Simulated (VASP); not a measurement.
# Rb (Im-3m) in VASP: a series of runs

Rb is run at these levels: PBE; tasks: single point.

Program: VASP 6.6.1. These are calculated values, not measurements. Logs are shortened: lines on timing, memory, paths and dates and some standing lists are left out, and cuts for length are marked.

### 1 The cell of the first run

It takes space group Im-3m (No. 229, cubic). Conventional cell: a = 5.517 Å, b = 5.517 Å, c = 5.517 Å, α = 90.00°, β = 90.00°, γ = 90.00°.

### 2 Single point, PBE (83.94 Å³/atom)

The input, INCAR:

```
PREC = Accurate ; ENCUT = 520
EDIFF = 1E-7 ; ISMEAR = 0
SIGMA = 0.1 ; LREAL = F
LASPH = T ; NELM = 100
ALGO = Normal ; ISIF = 2
LWAVE = F ; LCHARG = T
GGA = PE ; LELF = T
LVHAR = T ; NBANDS = 10
```

The input, KPOINTS:

```
Automatic mesh
0
Gamma
  10 10 10
```

The input, POSCAR:

```
Rb
1.0
   -2.7582625718      2.7582625718      2.7582625718
    2.7582625718     -2.7582625718      2.7582625718
    2.7582625718      2.7582625718     -2.7582625718
Rb
1
Direct
    0.0000000000      0.0000000000      0.0000000000
```

Potentials or basis: VASP PAW PBE potentials, release 64 (Rb_sv).

Command:

```bash
$ cat potpaw_PBE.64/Rb_sv/POTCAR > POTCAR
$ mpirun -np 1 vasp_std > vasp.out
```

OUTCAR:

```text
PREC = Accurate
   ENCUT = 520
   EDIFF = 1E-7
   ISMEAR = 0
   LREAL = F
   LASPH = T
   NELM = 100
   ISIF = 2
   GGA = PE

 ion  position               nearest neighbor table
   1  0.000  0.000  0.000-

  LATTYP: Found a body centered cubic cell.
 ALAT       =     5.5165251436

  Lattice vectors:

 A1 = (  -2.7582625718,   2.7582625718,   2.7582625718)
 A2 = (   2.7582625718,  -2.7582625718,   2.7582625718)
 A3 = (   2.7582625718,   2.7582625718,  -2.7582625718)

Analysis of symmetry for initial positions (statically):
=====================================================================
 Subroutine PRICEL returns:
 Original cell was already a primitive cell.

 Routine SETGRP: Setting up the symmetry group for a
 body centered cubic supercell.

 Subroutine GETGRP returns: Found 48 space group operations
 (whereof 48 operations were pure point group operations)
 out of a pool of 48 trial point group operations.

The static configuration has the point symmetry O_h .

Analysis of symmetry for dynamics (positions and initial velocities):
=====================================================================
 Subroutine PRICEL returns:
 Original cell was already a primitive cell.

 Routine SETGRP: Setting up the symmetry group for a
 body centered cubic supercell.

 Subroutine GETGRP returns: Found 48 space group operations
 (whereof 48 operations were pure point group operations)
 out of a pool of 48 trial point group operations.

The dynamic configuration has the point symmetry O_h .

 Subroutine INISYM returns: Found 48 space group operations
 (whereof 48 operations are pure point group operations),
 and found     1 'primitive' translations

----------------------------------------------------------------------------------------

                                     Primitive cell

  volume of cell :      83.9396

  direct lattice vectors                    reciprocal lattice vectors
    -2.758262572  2.758262572  2.758262572     0.000000000  0.181273533  0.181273533
     2.758262572 -2.758262572  2.758262572     0.181273533  0.000000000  0.181273533
     2.758262572  2.758262572 -2.758262572     0.181273533  0.181273533  0.000000000

  length of vectors
     4.777450915  4.777450915  4.777450915     0.256359488  0.256359488  0.256359488

  position of ions in fractional coordinates (direct lattice)
     0.000000000  0.000000000  0.000000000

  ion indices of the primitive-cell ions
   primitive index   ion index
                 1           1

----------------------------------------------------------------------------------------

 KPOINTS: Automatic mesh

Automatic generation of k-mesh.
 Grid dimensions read from file:
 generate k-points for:   10   10   10

 Generating k-lattice:

  Cartesian coordinates                     Fractional coordinates (reciprocal lattice)
     0.000000000  0.018127353  0.018127353     0.100000000  0.000000000  0.000000000
     0.018127353  0.000000000  0.018127353     0.000000000  0.100000000  0.000000000
     0.018127353  0.018127353  0.000000000     0.000000000  0.000000000  0.100000000

  Length of vectors
     0.025635949  0.025635949  0.025635949

  Shift w.r.t. Gamma in fractional coordinates (k-lattice)
     0.000000000  0.000000000  0.000000000

 Subroutine IBZKPT returns following result:
 ===========================================

 Found     47 irreducible k-points:

 Following reciprocal coordinates:
            Coordinates               Weight
  0.000000  0.000000  0.000000      1.000000
  0.100000  0.000000  0.000000     12.000000
  0.200000  0.000000  0.000000     12.000000
  0.300000  0.000000  0.000000     12.000000
  0.400000  0.000000  0.000000     12.000000
  0.500000  0.000000  0.000000      6.000000
[... 16 lines left out ...]
  0.300000  0.300000  0.100000      8.000000
 -0.300000  0.300000  0.100000     24.000000
 [... further k-points ...]
   k-points           NKPTS =     47   k-points in BZ     NKDIM =     47   number of bands    NBANDS=     10
   number of dos      NEDOS =    301   number of ions     NIONS =      1
   total plane-waves  NPLWV =  46656
   dimension x,y,z NGX =    36 NGY =   36 NGZ =   36
   dimension x,y,z NGXF=    72 NGYF=   72 NGZF=   72
   ions per type =               1
   NGX,Y,Z   is equivalent  to a cutoff of  12.53, 12.53, 12.53 a.u.
   NGXF,Y,Z  is equivalent  to a cutoff of  25.05, 25.05, 25.05 a.u.
 SYSTEM =  unknown system
   PREC   = accura    normal or accurate (medium, high low for compatibility)
   ISTART =      0    job   : 0-new  1-cont  2-samecut
   ICHARG =      2    charge: 1-file 2-atom 10-const
   ISPIN  =      1    spin polarized calculation?
   LNONCOLLINEAR =      F non collinear calculations
   LSORBIT =      F    spin-orbit coupling
   LASPH  =      T    aspherical Exc in radial PAW
   ENCUT  =  520.0 eV  38.22 Ry    6.18 a.u.   8.88  8.88  8.88*2*pi/ulx,y,z
   NELM   =    100;   NELMIN=  2; NELMDL= -5     # of ELM steps
   EDIFF  = 0.1E-06   stopping-criterion for ELM
   LREAL  =      F    real-space projection
   EDIFFG = 0.1E-05   stopping-criterion for IOM
   NSW    =      0    number of steps for IOM
   IBRION =     -1    ionic relax: 0-MD 1-quasi-New 2-CG
   NFREE  =      0    steps in history (QN), initial steepest desc. (CG)
   ISIF   =      2    stress and relaxation
   ISYM   =      2    0-nonsym 1-usesym 2-fastsym
   POTIM  = 0.5000    time-step for ionic-motion
   TEBEG  =    0.0;   TEEND  =   0.0 temperature during run
   PSTRESS=    0.0 pullay stress
   NELECT =       9.0000    total number of electrons
   NUPDOWN=      -1.0000    fix difference up-down
   EMIN   =  10.00;   EMAX   =-10.00  energy-range for DOS
   EFERMI =   0.00;   METHOD = LEGACY
   ISMEAR =     0;   SIGMA  =   0.10  broadening in eV -4-tet -1-fermi 0-gaus
   EFERMI_NEDOS =   21; number of points for ismear=-14 and -15
   IALGO  =     38    algorithm
   IMIX   =      4    mixing-type and parameters
     AMIX     =   0.40;   BMIX     =  1.00
     AMIX_MAG =   1.60;   BMIX_MAG =  1.00
  volume/ion in A,a.u.               =      83.94       566.45
  Fermi-wavevector in a.u.,A,eV,Ry     =   0.777738  1.469712  8.229846  0.604877
  Thomas-Fermi vector in A             =   1.880488
   LORBIT       =      0    0 simple, 1 ext, 2 COOP (PROOUT), +10 PAW based schemes
   GGA     = PE    functional components
   LHFCALC =     F    Hartree Fock is set to
   AEXX    =    0.0000 exact exchange contribution
   IVDW    =     0    specifies the selected vdW correction
   LEPSILON=     F    determine dielectric tensor
   LRPA    =     F    only Hartree local field effects (RPA)
 non-spin polarized calculation
 Gauss-broadening in eV      SIGMA  =   0.10
  energy-cutoff  :      520.00
  volume of cell :       83.94
 maximum number of plane-waves:      2310
   NGX = 17   NGY = 17   NGZ = 17

 number of electron       9.0000000 magnetization

 Free energy of the ion-electron system (eV)
  ---------------------------------------------------
  ext. energy  EPLUGINS =         0.00000000
  ---------------------------------------------------
  free energy    TOTEN  =        -0.92999649 eV

  energy without entropy =       -0.92372245  energy(sigma->0) =       -0.92685947

 E-fermi :   0.2070     XC(G=0):  -5.6648

 val. band max:        0.2048928391   @ k =  -0.3000   0.4000   0.2000
 cond. band min:       0.2888979684   @ k =  -0.4000   0.4000   0.2000
 fundamental gap:      0.0840051293
 Fermi energy:         0.2069946878

 k-point     1 :       0.0000    0.0000    0.0000
  band No.  band energies     occupation
      1     -28.6630      2.00000
      2     -12.6960      2.00000
      3     -12.6960      2.00000
      4     -12.6960      2.00000
      5      -1.8801      2.00000
      6       3.9539      0.00000
      7       3.9539      0.00000
      8       3.9539      0.00000
      9       4.9443      0.00000
     10       4.9443      0.00000

 k-point     2 :       0.1000    0.0000    0.0000
  band No.  band energies     occupation
      1     -28.6625      2.00000
      2     -12.7085      2.00000
      3     -12.7000      2.00000
      4     -12.6960      2.00000
      5      -1.7530      2.00000
      6       3.7568      0.00000
      7       3.7825      0.00000
      8       4.0740      0.00000
      9       4.7141      0.00000
     10       4.8991      0.00000

 k-point     3 :       0.2000    0.0000    0.0000
  band No.  band energies     occupation
      1     -28.6609      2.00000
      2     -12.7406      2.00000
      3     -12.7105      2.00000
      4     -12.6961      2.00000
      5      -1.3849      2.00000
      6       3.0957      0.00000
      7       3.4289      0.00000
      8       4.4287      0.00000
      9       4.6988      0.00000
     10       4.8509      0.00000

 k-point     4 :       0.3000    0.0000    0.0000
  band No.  band energies     occupation
      1     -28.6590      2.00000
      2     -12.7796      2.00000
      3     -12.7233      2.00000
      4     -12.6962      2.00000
      5      -0.8155      2.00000
      6       2.3207      0.00000
      7       3.0961      0.00000
      8       4.8159      0.00000
      9       4.9194      0.00000
     10       5.0013      0.00000

 k-point     5 :       0.4000    0.0000    0.0000
  band No.  band energies     occupation
      1     -28.6574      2.00000
      2     -12.8106      2.00000
      3     -12.7337      2.00000
      4     -12.6962      2.00000
      5      -0.1187      2.00000
      6       1.5770      0.00000
      7       2.8750      0.00000
      8       4.7404      0.00000
      9       5.1614      0.00000
     10       5.7624      0.00000

 k-point     6 :       0.5000    0.0000    0.0000
  band No.  band energies     occupation
      1     -28.6569      2.00000
      2     -12.8223      2.00000
      3     -12.7376      2.00000
      4     -12.6963      2.00000
      5       0.4199      0.00261
      6       1.0436      0.00000
      7       2.7985      0.00000
      8       4.6281      0.00000
      9       5.5853      0.00000
     10       5.6033      0.00000

 k-point     7 :       0.1000    0.1000    0.0000
  band No.  band energies     occupation
      1     -28.6614      2.00000
      2     -12.7306      2.00000
      3     -12.7044      2.00000
      4     -12.6990      2.00000
      5      -1.5052      2.00000
      6       3.3613      0.00000
      7       3.4735      0.00000
      8       4.3021      0.00000
      9       4.5247      0.00000
     10       5.0287      0.00000

 k-point     8 :       0.2000    0.1000   -0.0000
  band No.  band energies     occupation
      1     -28.6597      2.00000
      2     -12.7640      2.00000
      3     -12.7170      2.00000
      4     -12.7003      2.00000
      5      -1.0343      2.00000
      6       2.6861      0.00000
      7       3.1058      0.00000
      8       4.5486      0.00000
      9       4.7166      0.00000
     10       5.1986      0.00000

 k-point     9 :       0.3000    0.1000   -0.0000
  band No.  band energies     occupation
      1     -28.6579      2.00000
      2     -12.7962      2.00000
      3     -12.7311      2.00000
      4     -12.7007      2.00000
      5      -0.3923      2.00000
      6       1.9632      0.00000
      7       2.8358      0.00000
      8       4.5923      0.00000
      9       5.1804      0.00000
     10       5.3959      0.00000
[... 118 lines left out ...]
 k-point    19 :      -0.1000    0.1000    0.1000
  band No.  band energies     occupation
      1     -28.6619      2.00000
      2     -12.7121      2.00000
      3     -12.7041      2.00000
      4     -12.7041      2.00000
      5      -1.6277      2.00000
      6       3.7189      0.00000
      7       3.7189      0.00000
      8       4.1101      0.00000
      9       4.1441      0.00000
     10       5.1825      0.00000

 k-point    20 :       0.2000    0.2000    0.1000
  band No.  band energies     occupation
      1     -28.6574      2.00000
      2     -12.7966      2.00000
      3     -12.7341      2.00000
      4     -12.7154      2.00000
      5       0.0287      1.98833
      6       1.9712      0.00000
      7       2.2189      0.00000
      8       4.4415      0.00000
      9       5.2313      0.00000
     10       5.5372      0.00000

 k-point    21 :       0.3000    0.2000    0.1000
  band No.  band energies     occupation
      1     -28.6567      2.00000
      2     -12.7957      2.00000
      3     -12.7520      2.00000
      4     -12.7183      2.00000
      5       0.7425      0.00000
      6       1.4591      0.00000
      7       2.0257      0.00000
      8       3.9844      0.00000
      9       5.4087      0.00000
     10       5.6386      0.00000

 k-point    22 :      -0.2000    0.2000    0.1000
  band No.  band energies     occupation
      1     -28.6604      2.00000
      2     -12.7406      2.00000
      3     -12.7147      2.00000
      4     -12.7060      2.00000
      5      -1.2646      2.00000
      6       3.1267      0.00000
      7       3.4454      0.00000
      8       3.9799      0.00000
      9       4.4219      0.00000
     10       5.3683      0.00000

 k-point    23 :       0.3000    0.3000    0.1000
  band No.  band energies     occupation
      1     -28.6564      2.00000
      2     -12.7752      2.00000
      3     -12.7752      2.00000
      4     -12.7222      2.00000
      5       1.3725      0.00000
      6       1.3725      0.00000
      7       1.5208      0.00000
      8       3.7202      0.00000
      9       5.5260      0.00000
     10       5.5260      0.00000

 k-point    24 :      -0.3000    0.3000    0.1000
  band No.  band energies     occupation
      1     -28.6585      2.00000
      2     -12.7779      2.00000
      3     -12.7277      2.00000
      4     -12.7056      2.00000
      5      -0.7022      2.00000
      6       2.3500      0.00000
      7       3.1487      0.00000
      8       4.0633      0.00000
      9       4.9826      0.00000
     10       5.4153      0.00000

 [... further k-points ...]
[... 5 lines left out ...]
  --------------------------------------------------------------------------------------
  -------------------------------------------------------------------------------------
  Total        0.1427771      0.1427771      0.1427771     -0.0000000      0.0000000      0.0000000
  in kB        2.7252240      2.7252240      2.7252240     -0.0000000      0.0000000      0.0000000
  external PRESSURE =       2.7252240 kB  Pullay stress =       0.0000000 kB

 VOLUME and BASIS-vectors are now :
 -----------------------------------------------------------------------------
  energy-cutoff  :      520.00
  volume of cell :       83.94
      direct lattice vectors                 reciprocal lattice vectors
    -2.758262572  2.758262572  2.758262572     0.000000000  0.181273533  0.181273533
     2.758262572 -2.758262572  2.758262572     0.181273533  0.000000000  0.181273533
     2.758262572  2.758262572 -2.758262572     0.181273533  0.181273533  0.000000000

 POSITION                                       TOTAL-FORCE (eV/Angst)
 -----------------------------------------------------------------------------------
      0.00000      0.00000      0.00000        -0.000000      0.000000      0.000000
 -----------------------------------------------------------------------------------
    total drift:                               -0.000000      0.000000      0.000000

  FREE ENERGIE OF THE ION-ELECTRON SYSTEM (eV)
  ---------------------------------------------------
  free  energy   TOTEN  =        -0.9299964907 eV

  energy  without entropy=       -0.9237224508  energy(sigma->0) =       -0.92685947
```

It took 42 s on 1 thread of Intel Xeon Platinum 8259CL at 2.50GHz (Skylake/Cascade Lake), shared host; peak memory 0.21 GiB.

Results:

- Free energy: -0.9300 eV
- Pressure: 0.3 GPa
- Band gap on the k mesh: zero (an odd number of electrons rules out a gap without spin polarisation)

[end of part 1 of 2]
